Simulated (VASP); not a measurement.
# NaBe5H (P1) in VASP: single point with PBE

Aim: the single point of NaBe5H with PBE.

Program: VASP 6.6.1. These are calculated values, not measurements. Logs are shortened: lines on timing, memory, paths and dates and some standing lists are left out, and cuts for length are marked.

### Step 1. The cell of the first run

The typed cell holds 7 atoms: a = 4.117 Å, b = 4.113 Å, c = 6.586 Å, α = 107.95°, β = 90.13°, γ = 120.02°.

### Step 2. Single point, PBE

The input, INCAR:

```
  PREC = Accurate
  ENCUT = 520
  EDIFF = 1E-6
  ISMEAR = 0
  SIGMA = 0.1
  LREAL = False
  LASPH = True
  NELM = 100
  ALGO = Normal
  ISIF = 2
  LWAVE = False
  LCHARG = False
  GGA = PE
  NBANDS = 18
```

The input, KPOINTS:

```
Automatic mesh
0
Gamma
  6 6 4
```

The input, POSCAR:

```
NaBe5H
1.0
   -2.0490406270      3.5677057300     -0.1528606294
    4.1124328915     -0.0096882634      0.0805496630
   -1.9130352068     -1.3797773932     -6.1490600980
Na Be H
1 5 1
Direct
    0.5895062102      0.1793017318      0.0545150015
    0.1344411348      0.2681867781      0.6895008541
    0.5970427366      0.1936520843      0.5765818373
    0.0968188706      0.6934962536      0.5765580501
    0.5970230418      0.6934306774      0.5765109472
    0.0304070199      0.0607503575      0.3764537249
    0.9547609862      0.9111821176      0.1498795849
```

Potentials or basis: VASP PAW PBE potentials, release 64 (Na_pv, Be, H).

Run with:

```bash
cat potpaw_PBE.64/Na_pv/POTCAR potpaw_PBE.64/Be/POTCAR potpaw_PBE.64/H/POTCAR > POTCAR
mpirun -np 1 vasp_std > vasp.out
```

OUTCAR:

```text
PREC = Accurate
   ENCUT = 520
   EDIFF = 1E-6
   ISMEAR = 0
   LREAL = False
   LASPH = True
   NELM = 100
   ISIF = 2
   GGA = PE

 ion  position               nearest neighbor table
   1  0.590  0.179  0.055-
   2  0.134  0.268  0.690-   6 1.93   4 2.17   5 2.17   4 2.17   3 2.17   5 2.17   3 2.17
   3  0.597  0.194  0.577-   5 2.06   4 2.06   5 2.06   4 2.06   2 2.17   2 2.17
   4  0.097  0.693  0.577-   3 2.06   3 2.06   5 2.06   5 2.06   2 2.17   2 2.17
   5  0.597  0.693  0.577-   3 2.06   3 2.06   4 2.06   4 2.06   2 2.17   2 2.17
   6  0.030  0.061  0.376-   7 1.39   2 1.93
   7  0.955  0.911  0.150-   6 1.39

  LATTYP: Found a triclinic cell.
 ALAT       =     4.1132330833
 B/A-ratio  =     1.0001069295
 C/A-ratio  =     1.6052177164
 COS(alpha) =     0.0012259067
 COS(beta)  =     0.3155410985
 COS(gamma) =     0.4991146140

  Lattice vectors:

 A1 = (  -4.1124328915,   0.0096882634,  -0.0805496630)
 A2 = (  -2.0633922645,  -3.5580174666,   0.0723109664)
 A3 = (  -2.1993976847,   1.3894656566,   6.0685104350)

Analysis of symmetry for initial positions (statically):
=====================================================================
 Subroutine PRICEL returns:
 Original cell was already a primitive cell.

 Routine SETGRP: Setting up the symmetry group for a
 triclinic supercell.

 Subroutine GETGRP returns: Found  1 space group operations
 (whereof  1 operations were pure point group operations)
 out of a pool of  2 trial point group operations.

The static configuration has the point symmetry C_1 .

Analysis of symmetry for dynamics (positions and initial velocities):
=====================================================================
 Subroutine PRICEL returns:
 Original cell was already a primitive cell.

 Routine SETGRP: Setting up the symmetry group for a
 triclinic supercell.

 Subroutine GETGRP returns: Found  1 space group operations
 (whereof  1 operations were pure point group operations)
 out of a pool of  2 trial point group operations.

The dynamic configuration has the point symmetry C_1 .

 Subroutine INISYM returns: Found  1 space group operations
 (whereof  1 operations are pure point group operations),
 and found     1 'primitive' translations

----------------------------------------------------------------------------------------

                                     Primitive cell

  volume of cell :      90.1893

  direct lattice vectors                    reciprocal lattice vectors
    -2.049040627  3.567705730 -0.152860629     0.001892844  0.278674864 -0.063120273
     4.112432892 -0.009688263  0.080549663     0.245582793  0.136460095 -0.107023362
    -1.913035207 -1.379777393 -6.149060098     0.003169959 -0.005140070 -0.162459315

  length of vectors
     4.117093397  4.113233083  6.585926620     0.285740147  0.300643087  0.162571516

  position of ions in fractional coordinates (direct lattice)
     0.589506210  0.179301732  0.054515002
     0.134441135  0.268186778  0.689500854
     0.597042737  0.193652084  0.576581837
     0.096818871  0.693496254  0.576558050
     0.597023042  0.693430677  0.576510947
     0.030407020  0.060750357  0.376453725
     0.954760986  0.911182118  0.149879585

  ion indices of the primitive-cell ions
   primitive index   ion index
                 1           1
                 2           2
                 3           3
                 4           4
                 5           5
                 6           6
                 7           7

----------------------------------------------------------------------------------------

 KPOINTS: Automatic mesh

Automatic generation of k-mesh.
 Grid dimensions read from file:
 generate k-points for:    6    6    4

 Generating k-lattice:

  Cartesian coordinates                     Fractional coordinates (reciprocal lattice)
     0.000315474  0.046445811 -0.010520046     0.166666667  0.000000000 -0.000000000
     0.040930466  0.022743349 -0.017837227    -0.000000000  0.166666667 -0.000000000
     0.000792490 -0.001285018 -0.040614829     0.000000000  0.000000000  0.250000000

  Length of vectors
     0.047623358  0.050107181  0.040642879

  Shift w.r.t. Gamma in fractional coordinates (k-lattice)
     0.000000000  0.000000000  0.000000000

 Subroutine IBZKPT returns following result:
 ===========================================

 Found     76 irreducible k-points:

 Following reciprocal coordinates:
            Coordinates               Weight
  0.000000  0.000000  0.000000      1.000000
  0.166667 -0.000000  0.000000      2.000000
  0.333333 -0.000000  0.000000      2.000000
  0.500000 -0.000000  0.000000      1.000000
 -0.000000  0.166667  0.000000      2.000000
  0.166667  0.166667  0.000000      2.000000
[... 16 lines left out ...]
  0.333333 -0.000000  0.250000      2.000000
  0.500000  0.000000  0.250000      2.000000
 [... further k-points ...]
   k-points           NKPTS =     76   k-points in BZ     NKDIM =     76   number of bands    NBANDS=     18
   number of dos      NEDOS =    301   number of ions     NIONS =      7
   total plane-waves  NPLWV =  51200
   dimension x,y,z NGX =    32 NGY =   32 NGZ =   50
   dimension x,y,z NGXF=    64 NGYF=   64 NGZF=  100
   ions per type =               1   5   1
   NGX,Y,Z   is equivalent  to a cutoff of  12.92, 12.93, 12.62 a.u.
   NGXF,Y,Z  is equivalent  to a cutoff of  25.84, 25.87, 25.24 a.u.
 SYSTEM =  unknown system
   PREC   = accura    normal or accurate (medium, high low for compatibility)
   ISTART =      0    job   : 0-new  1-cont  2-samecut
   ICHARG =      2    charge: 1-file 2-atom 10-const
   ISPIN  =      1    spin polarized calculation?
   LNONCOLLINEAR =      F non collinear calculations
   LSORBIT =      F    spin-orbit coupling
   LASPH  =      T    aspherical Exc in radial PAW
   ENCUT  =  520.0 eV  38.22 Ry    6.18 a.u.   7.66  7.65 12.25*2*pi/ulx,y,z
   NELM   =    100;   NELMIN=  2; NELMDL= -5     # of ELM steps
   EDIFF  = 0.1E-05   stopping-criterion for ELM
   LREAL  =      F    real-space projection
   EDIFFG = 0.1E-04   stopping-criterion for IOM
   NSW    =      0    number of steps for IOM
   IBRION =     -1    ionic relax: 0-MD 1-quasi-New 2-CG
   NFREE  =      0    steps in history (QN), initial steepest desc. (CG)
   ISIF   =      2    stress and relaxation
   ISYM   =      2    0-nonsym 1-usesym 2-fastsym
   POTIM  = 0.5000    time-step for ionic-motion
   TEBEG  =    0.0;   TEEND  =   0.0 temperature during run
   PSTRESS=    0.0 pullay stress
   NELECT =      18.0000    total number of electrons
   NUPDOWN=      -1.0000    fix difference up-down
   EMIN   =  10.00;   EMAX   =-10.00  energy-range for DOS
   EFERMI =   0.00;   METHOD = LEGACY
   ISMEAR =     0;   SIGMA  =   0.10  broadening in eV -4-tet -1-fermi 0-gaus
   EFERMI_NEDOS =   21; number of points for ismear=-14 and -15
   IALGO  =     38    algorithm
   IMIX   =      4    mixing-type and parameters
     AMIX     =   0.40;   BMIX     =  1.00
     AMIX_MAG =   1.60;   BMIX_MAG =  1.00
  volume/ion in A,a.u.               =      12.88        86.95
  Fermi-wavevector in a.u.,A,eV,Ry     =   0.956711  1.807921 12.453347  0.915295
  Thomas-Fermi vector in A             =   2.085663
   LORBIT       =      0    0 simple, 1 ext, 2 COOP (PROOUT), +10 PAW based schemes
   GGA     = PE    functional components
   LHFCALC =     F    Hartree Fock is set to
   AEXX    =    0.0000 exact exchange contribution
   IVDW    =     0    specifies the selected vdW correction
   LEPSILON=     F    determine dielectric tensor
   LRPA    =     F    only Hartree local field effects (RPA)
 non-spin polarized calculation
 Gauss-broadening in eV      SIGMA  =   0.10
  energy-cutoff  :      520.00
  volume of cell :       90.19
 maximum number of plane-waves:      2455
 NGX is ok and might be reduce to    32
   NGX = 15   NGY = 15   NGZ = 25

 number of electron      17.9999999 magnetization

 Free energy of the ion-electron system (eV)
  ---------------------------------------------------
  ext. energy  EPLUGINS =         0.00000000
  ---------------------------------------------------
  free energy    TOTEN  =       -21.72386513 eV

  energy without entropy =      -21.70783477  energy(sigma->0) =      -21.71584995

 E-fermi :   2.0683     XC(G=0):  -8.3664

 val. band max:        2.0608906565   @ k =   0.3333   0.5000   0.0000
 cond. band min:       2.0705011418   @ k =  -0.1667   0.5000   0.2500
 fundamental gap:      0.0096104853
 Fermi energy:         2.0682828907

 k-point     1 :       0.0000    0.0000    0.0000
  band No.  band energies     occupation
      1     -21.9705      2.00000
      2     -21.9699      2.00000
      3     -21.9542      2.00000
      4      -6.1880      2.00000
      5      -2.7091      2.00000
      6      -1.1443      2.00000
[... 10 lines left out ...]
     17       8.7742      0.00000
     18       9.4039      0.00000

 k-point     2 :       0.1667   -0.0000    0.0000
  band No.  band energies     occupation
      1     -21.9730      2.00000
      2     -21.9709      2.00000
      3     -21.9538      2.00000
      4      -5.9544      2.00000
      5      -2.5906      2.00000
      6      -0.9339      2.00000
[... 10 lines left out ...]
     17       9.2866      0.00000
     18       9.8077      0.00000

 k-point     3 :       0.3333   -0.0000    0.0000
  band No.  band energies     occupation
      1     -21.9785      2.00000
      2     -21.9722      2.00000
      3     -21.9530      2.00000
      4      -5.2739      2.00000
      5      -2.4835      2.00000
      6      -2.1992      2.00000
[... 10 lines left out ...]
     17      10.1375      0.00000
     18      11.1953      0.00000

 k-point     4 :       0.5000   -0.0000    0.0000
  band No.  band energies     occupation
      1     -21.9812      2.00000
      2     -21.9728      2.00000
      3     -21.9526      2.00000
      4      -4.4857      2.00000
      5      -3.5999      2.00000
      6      -2.0582      2.00000
[... 10 lines left out ...]
     17      10.4821      0.00000
     18      11.3376      0.00000

 k-point     5 :      -0.0000    0.1667    0.0000
  band No.  band energies     occupation
      1     -21.9733      2.00000
      2     -21.9706      2.00000
      3     -21.9538      2.00000
      4      -5.9444      2.00000
      5      -2.6736      2.00000
      6      -0.8654      2.00000
[... 10 lines left out ...]
     17       9.2508      0.00000
     18       9.8403      0.00000

 k-point     6 :       0.1667    0.1667    0.0000
  band No.  band energies     occupation
      1     -21.9769      2.00000
      2     -21.9721      2.00000
      3     -21.9532      2.00000
      4      -5.4783      2.00000
      5      -2.4905      2.00000
      6      -1.5749      2.00000
[... 307 lines left out ...]
 k-point    21 :      -0.0000    0.0000    0.2500
  band No.  band energies     occupation
      1     -21.9705      2.00000
      2     -21.9699      2.00000
      3     -21.9542      2.00000
      4      -6.1260      2.00000
      5      -3.1836      2.00000
      6      -0.4568      2.00000
[... 10 lines left out ...]
     17       8.8559      0.00000
     18       8.9848      0.00000

 k-point    22 :       0.1667   -0.0000    0.2500
  band No.  band energies     occupation
      1     -21.9730      2.00000
      2     -21.9709      2.00000
      3     -21.9538      2.00000
      4      -5.8772      2.00000
      5      -3.0989      2.00000
      6      -0.7044      2.00000
[... 10 lines left out ...]
     17       8.8605      0.00000
     18      10.1826      0.00000

 k-point    23 :       0.3333   -0.0000    0.2500
  band No.  band energies     occupation
      1     -21.9785      2.00000
      2     -21.9722      2.00000
      3     -21.9530      2.00000
      4      -5.2000      2.00000
      5      -2.7356      2.00000
      6      -2.3037      2.00000
[... 10 lines left out ...]
     17      10.2541      0.00000
     18      10.5076      0.00000

 k-point    24 :       0.5000    0.0000    0.2500
  band No.  band energies     occupation
      1     -21.9812      2.00000
      2     -21.9728      2.00000
      3     -21.9526      2.00000
      4      -4.4676      2.00000
      5      -3.5746      2.00000
      6      -2.1519      2.00000
[... 10 lines left out ...]
     17       9.8093      0.00000
     18       9.9216      0.00000

 [... further k-points ...]

------------------------ aborting loop because EDIFF is reached ----------------------------------------

  FORCE on cell =-STRESS in cart. coord.  units (eV):
  Direction    XX          YY          ZZ          XY          YZ          ZX
  --------------------------------------------------------------------------------------
  -------------------------------------------------------------------------------------
  Total        0.0386638      0.0432493      0.0453482     -0.0099046      0.0024900      0.0276370
  in kB        0.6868467      0.7683062      0.8055924     -0.1759506      0.0442335      0.4909607
  external PRESSURE =       0.7535818 kB  Pullay stress =       0.0000000 kB

 VOLUME and BASIS-vectors are now :
 -----------------------------------------------------------------------------
  energy-cutoff  :      520.00
  volume of cell :       90.19
      direct lattice vectors                 reciprocal lattice vectors
    -2.049040627  3.567705730 -0.152860629     0.001892844  0.278674864 -0.063120273
     4.112432892 -0.009688263  0.080549663     0.245582793  0.136460095 -0.107023362
    -1.913035207 -1.379777393 -6.149060098     0.003169959 -0.005140070 -0.162459315

 POSITION                                       TOTAL-FORCE (eV/Angst)
 -----------------------------------------------------------------------------------
     -0.57484      2.02623     -0.41089         0.002142      0.000440      0.000501
     -0.49161     -0.47431     -4.23873        -0.002461     -0.000592     -0.023170
     -1.53000      1.33264     -3.62110        -0.000017     -0.001114      0.003177
      1.55060     -0.45682     -3.50423         0.000613     -0.000542      0.003413
      0.52548      1.32783     -3.58041         0.000507      0.001875      0.002229
     -0.53264     -0.41153     -2.31459         0.002981     -0.000039      0.001451
      1.50411      3.19068     -0.99417        -0.003765     -0.000029      0.012399
 -----------------------------------------------------------------------------------
    total drift:                               -0.000190     -0.000106     -0.000091

  FREE ENERGIE OF THE ION-ELECTRON SYSTEM (eV)
  ---------------------------------------------------
  free  energy   TOTEN  =       -21.7238651314 eV

  energy  without entropy=      -21.7078347739  energy(sigma->0) =      -21.71584995
```

Run time: 60 s. Hardware: 1 thread of Intel Xeon 6975P-C (Granite Rapids), shared host; peak memory 0.27 GiB.

Results:

| Item | Value |
| --- | --- |
| Free energy | -21.7239 eV |
| Pressure | 0.1 GPa |
| Largest force | 0.023 eV/Å |
| Band gap on the k mesh | zero (bands 9 and 10 overlap by 0.51 eV) |

Forces in eV/Å, atoms in the order of the input:
```
Na   0.002  0.000  0.001
Be  -0.002 -0.001 -0.023
Be   0.000 -0.001  0.003
Be   0.001 -0.001  0.003
Be   0.001  0.002  0.002
Be   0.003  0.000  0.001
H   -0.004  0.000  0.012
```

Levels at points of the mesh, in eV from the Fermi level:
| k point | band 6 | band 7 | band 8 | band 9 | band 10 | band 11 | band 12 | band 13 |
| --- | --- | --- | --- | --- | --- | --- | --- | --- |
| (0.00, 0.00, 0.00) | -3.21 | -1.77 | -1.76 | -1.33 | 2.56 | 3.65 | 4.68 | 4.69 |
| (0.50, 0.00, 0.00) | -4.13 | -1.95 | -1.84 | -1.24 | -0.49 | 2.77 | 2.80 | 3.97 |
| (0.00, 0.50, 0.00) | -4.29 | -1.99 | -1.89 | -1.45 | -0.22 | 3.13 | 3.41 | 4.99 |
| (0.50, 0.50, 0.00) | -4.12 | -1.95 | -1.84 | -1.23 | -0.49 | 2.77 | 2.79 | 3.96 |
| (0.00, 0.00, 0.50) | -1.92 | -1.78 | -1.77 | -1.33 | 1.89 | 3.38 | 4.81 | 4.82 |
| (0.50, 0.00, 0.50) | -4.29 | -1.98 | -1.89 | -1.46 | -0.22 | 3.14 | 3.41 | 5.01 |
| (0.00, 0.50, 0.50) | -4.13 | -1.96 | -1.85 | -1.24 | -0.48 | 2.76 | 2.81 | 3.97 |
| (0.50, 0.50, 0.50) | -4.30 | -1.98 | -1.88 | -1.46 | -0.21 | 3.14 | 3.43 | 5.01 |
